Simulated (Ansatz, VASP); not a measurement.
## Mg2ZnS3 in VASP and in Ansatz

File INCAR:

```
  ALGO = Normal
  EDIFF = 1E-7
  EDIFFG = -0.04
  ENCUT = 600
  GGA = PE
  IBRION = 2
  ISIF = 3
  ISMEAR = 0
  LASPH = T
  LCHARG = F
  LREAL = F
  LWAVE = F
  NELM = 80
  NSW = 90
  PREC = Accurate
  SIGMA = 0.1
```

KPOINTS

```
k-points
0
Gamma
  6 4 2
```

The input POSCAR:

```
Mg2ZnS3
1.0
    3.5679250000      0.0000000000      0.0000000000
    0.0000000000      4.5134341000      0.0000000000
    0.0000000000      0.0000000000      7.8503157600
Mg Zn S
2 1 3
Direct
    0.0000000000      0.0000000000      0.0078570000
    0.0000000000      0.5000000000      0.4968310000
    0.5000000000      0.0000000000      0.3288260100
    0.5000000000      0.5000000000      0.8373519800
    0.5000000000      0.5000000000      0.1818650100
    0.5000000000      0.0000000000      0.6472690100
```

Input for Ansatz:

```yaml
crystal:
  lattice:
    - [3.567925, 0.0, 0.0]
    - [0.0, 4.5134341, 0.0]
    - [0.0, 0.0, 7.85031576]
  atoms:
    - { symbol: Mg, position: [0.0, 0.0, 0.007857] }
    - { symbol: Mg, position: [0.0, 0.5, 0.496831] }
    - { symbol: Zn, position: [0.5, 0.0, 0.32882601] }
    - { symbol: S, position: [0.5, 0.5, 0.83735198] }
    - { symbol: S, position: [0.5, 0.5, 0.18186501] }
    - { symbol: S, position: [0.5, 0.0, 0.64726901] }
basis:
  ecutwfc: 420
kpoints:
  mp_grid: { grid: [6, 4, 2] }
hamiltonian:
  xc: pbe
scf:
  occupations: { method: gaussian, width: 0.1 }
  lower_state_search: "off"
output:
  forces: true
  stress: true
  eigenvalues: true
relax:
  adjacent_minimum: "off"
  f_tol: 0.04
  max_steps: 70
  cell: { stress_tol: 0.4 }
```

Change from the starting cell: species swapped into the Nd2In3Cu type (Pmm2, No. 25).

Alike in both runs: task relaxation of cell and atoms; functional PBE; k mesh 6 × 4 × 2; occupations gaussian, width 0.1 eV; no spin polarisation.

```csv
,VASP,Ansatz
version,VASP 6.6.1,Ansatz 0.2.0
potentials or method,"VASP PAW PBE potentials, release 64 (Mg, Zn, S), cutoff 600 eV","scalar-relativistic, plane waves, PAW"
valence electrons in the cell,34,50
```

VASP gave:

| Quantity | Value |
| --- | --- |
| gap on the k mesh at the Fermi level, each at its own relaxed structure (eV) | 0.14 |
| relaxed volume (Å³/atom) | 19.92 |
| relaxed length of the cell vector where the two differ most in proportion (Å) | 3.532 |

Which values does Ansatz return?

gap on the k mesh at the Fermi level, each at its own relaxed structure (eV): 0.13; relaxed volume (Å³/atom): 19.99; relaxed length of the cell vector where the two differ most in proportion (Å): 3.539.

VASP's potentials hold 34 valence electrons a cell and Ansatz's 50, so a difference there can come from the potentials and not from the codes.
